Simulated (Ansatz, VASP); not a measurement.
C: VASP beside Ansatz

```
CELL_PARAMETERS angstrom
-1.44616 1.44616 2.95336
1.44616 -1.44616 2.95336
1.44616 1.44616 -2.95336
ATOMIC_POSITIONS crystal
C 0.31183 0.81183 0.12366
C 0.68817 0.18817 0.87634
C 0.81183 0.68817 0.50000
C 0.18817 0.31183 0.50000
```

Alike in both runs: task single point; functional PBE; k mesh 8 × 8 × 8; occupations gaussian, width 0.1 eV; no spin polarisation.

|  | VASP | Ansatz |
| --- | --- | --- |
| version | VASP 6.6.1 | Ansatz 0.2.0 |
| potentials or method | VASP PAW PBE potentials, release 64 (C), cutoff 520 eV | scalar-relativistic, plane waves, PAW |
| valence electrons in the cell | 16 | 16 |

Ansatz gave:

* gap on the k mesh at the Fermi level (eV): none
* rms of the force components (eV/Å): 1.886

Q: What did VASP give for the same quantities?

A: gap on the k mesh at the Fermi level (eV): none; rms of the force components (eV/Å): 1.861.

Atom by atom the forces differ by 0.026 eV/Å (rms over components). A gap of «none» marks a metal or a gap that the smearing closes.

The k mesh is coarse, so the values compare programs but aren't converged.
